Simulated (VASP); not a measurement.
Here is a VASP 6.6.1 calculation.

The input INCAR:

```
SYSTEM = MgO
PREC     = Accurate       ! precision mode
ENCUT    = 520            ! plane-wave cutoff, eV
EDIFF    = 1E-6           ! SCF threshold, eV
ISMEAR   = 0              ! smearing method
SIGMA    = 0.02           ! smearing width, eV
LREAL    = .False.        ! projectors in reciprocal space
LASPH    = .True.         ! aspherical terms in the spheres
NELM     = 60             ! most SCF steps
ALGO     = Normal         ! electronic algorithm
ISIF     = 2              ! what is computed and relaxed
LWAVE    = .False.        ! write WAVECAR
LCHARG   = .False.        ! write CHGCAR
GGA      = PS             ! functional
NBANDS   = 11             ! bands
```

The input KPOINTS:

```
Automatic mesh
0
Gamma
  12 12 10
  0 0 0
```

Contents of POSCAR:

```
MgO
1.0
    2.9346715596      0.0263540475     -0.0015277709
   -1.4445125052      2.3894751503      0.0311185863
   -0.0013934336      0.0319685824      2.6253360896
Mg O
1 1
Direct
    0.0103453989      0.0045983323      0.0053364581
    0.3229879311      0.6620683377      0.4946635419
```

Potentials or basis: VASP PAW PBE potentials, release 64 (Mg, O).

Command:

```bash
$ cat potpaw_PBE.64/Mg/POTCAR potpaw_PBE.64/O/POTCAR > POTCAR
$ mpirun -np 1 vasp_std > vasp.out
```

Problem. Estimate the band gap on the k mesh.

Solution. 3.48 eV, indirect (least direct gap 3.91 eV).

Problem. Predict the pressure.

Solution. 8.7 GPa.

Problem. Estimate the largest force.

Solution. 0.303 eV/Å.

Forces in eV/Å, atoms in the order of the input:
```
Mg  -0.201 -0.199 -0.109
O    0.201  0.199  0.109
```

Caveat: the cell differs from its parent crystal (atoms moved at random and the cell strained at random); the PAW data sets were made with another functional, which shifts forces and pressure a little. A k mesh can miss the band edges.
